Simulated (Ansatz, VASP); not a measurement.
# Two plane-wave programs on CaO

INCAR

```
AGGAC = 1.0
AGGAX = 1.0
ALDAC = 0.0
ALDAX = 1.0
ALGO = Normal
EDIFF = 1E-6
ENCUT = 520
GGA = B5
ISIF = 2
ISMEAR = -1
LASPH = T
LCHARG = F
LREAL = F
LWAVE = F
NBANDS = 15
NELM = 100
PREC = Accurate
SIGMA = 0.05
```

Contents of KPOINTS:

```
k-points
0
Gamma
  10 10 10
```

File POSCAR:

```
CaO
1.0
    0.0000000000      2.4351850560      2.4351850560
    2.4351850560      0.0000000000      2.4351850560
    2.4351850560      2.4351850560      0.0000000000
Ca O
1 1
Direct
    0.0000000000      0.0000000000      0.0000000000
    0.5000000000      0.5000000000      0.5000000000
```

Contents of input.yaml:

```yaml
crystal:
  lattice:
    - [0.0, 2.435185056, 2.435185056]
    - [2.435185056, 0.0, 2.435185056]
    - [2.435185056, 2.435185056, 0.0]
  atoms:
    - { symbol: Ca, position: [0.0, 0.0, 0.0] }
    - { symbol: O, position: [0.5, 0.5, 0.5] }
hamiltonian:
  xc: blyp
  pseudopotentials: { kind: paw }
kpoints:
  mp_grid: { grid: [10, 10, 10] }
scf:
  occupations: { method: fermi_dirac, width: 0.05 }
output:
  forces: true
  stress: true
  eigenvalues: true
  write_density: true
  write_potential: true
  elf: true
  volumetric_format: npy
```

Alike in both runs: task single point; functional BLYP; k mesh 10 × 10 × 10; occupations fermi-dirac, width 0.05 eV; no spin polarisation.

|  | VASP | Ansatz |
| --- | --- | --- |
| version | VASP 6.6.1 | Ansatz 0.2.0 |
| potentials or method | VASP PAW PBE potentials, release 64 (Ca_sv, O) | Ansatz PAW |
| plane-wave cutoff (eV) | 520 | 420 |
| valence electrons in the cell | 16 | 16 |

VASP gave:

| Property | Result |
| --- | --- |
| gap on the k mesh at the Fermi level (eV) | 3.73 |
| least direct gap on the mesh (eV) | 4.11 |
| pressure (GPa) | 0.5 |

Problem. What did Ansatz give for the same quantities?

Solution. gap on the k mesh at the Fermi level (eV): 3.75; least direct gap on the mesh (eV): 4.13; pressure (GPa): 0.0.

VASP's potentials were made for PBE, not for BLYP. The functional is the same, so the differences come from potentials, cutoffs and numerics.
